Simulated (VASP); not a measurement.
Crystal: SiO.

```xyz
2
Lattice="2.8402 0.0000 0.0000 0.0000 2.8402 0.0000 0.0000 0.0000 3.1528" Properties=species:S:1:pos:R:3 pbc="T T T"
Si    0.0000    0.0000    0.0000
O     1.4201    1.4201    1.5764
```

The cell was built from a structure type or drawn by symmetry, and may not be a known phase.

* Program: VASP 6.6.1
* Task: relaxation of cell and atoms
* Functional: PBE
* Potentials or basis: VASP PAW PBE potentials, release 64 (Si, O)
* Cutoff: 600 eV
* k mesh: 6 × 6 × 6
* Occupations: gaussian, width 0.1 eV
* Spin: no spin polarisation

At the start: pressure -13.6 GPa; volume 12.72 Å³/atom.

Question: How do energy, volume and symmetry change on relaxing?

Answer: Over 5 steps the energy falls by 98.6 meV/atom and the volume is 11.14 Å³/atom (-12.4 %); space group P4/mmm (No. 123, to 0.1 Å) before, Pm-3m (No. 221, to 0.1 Å).

The path:
```tsv
step	energy change (eV)	largest force (eV/Å)	pressure (GPa)	volume (Å³)
1	0.0000	0.0000	-13.61	25.43
2	-0.1889	0.0000	2.81	21.65
3	-0.1912	0.0000	0.63	21.98
4	-0.1945	0.0000	0.34	22.08
5	-0.1972	0.0000	-0.17	22.28
```

Final structure:
```cif
data_structure
_symmetry_space_group_name_H-M 'P 1'
_symmetry_Int_Tables_number 1
_cell_length_a 2.7886
_cell_length_b 2.7886
_cell_length_c 2.8649
_cell_angle_alpha 90.000
_cell_angle_beta 90.000
_cell_angle_gamma 90.000
_cell_volume 22.28
loop_
_atom_site_label
_atom_site_type_symbol
_atom_site_fract_x
_atom_site_fract_y
_atom_site_fract_z
_atom_site_occupancy
Si1 Si 0.00000 0.00000 0.00000 1
O1 O 0.50000 0.50000 0.50000 1
```

Caveat: the k points lie up to 0.38 Å⁻¹ apart in the final cell, too coarse for converged energies and pressures of a metal.
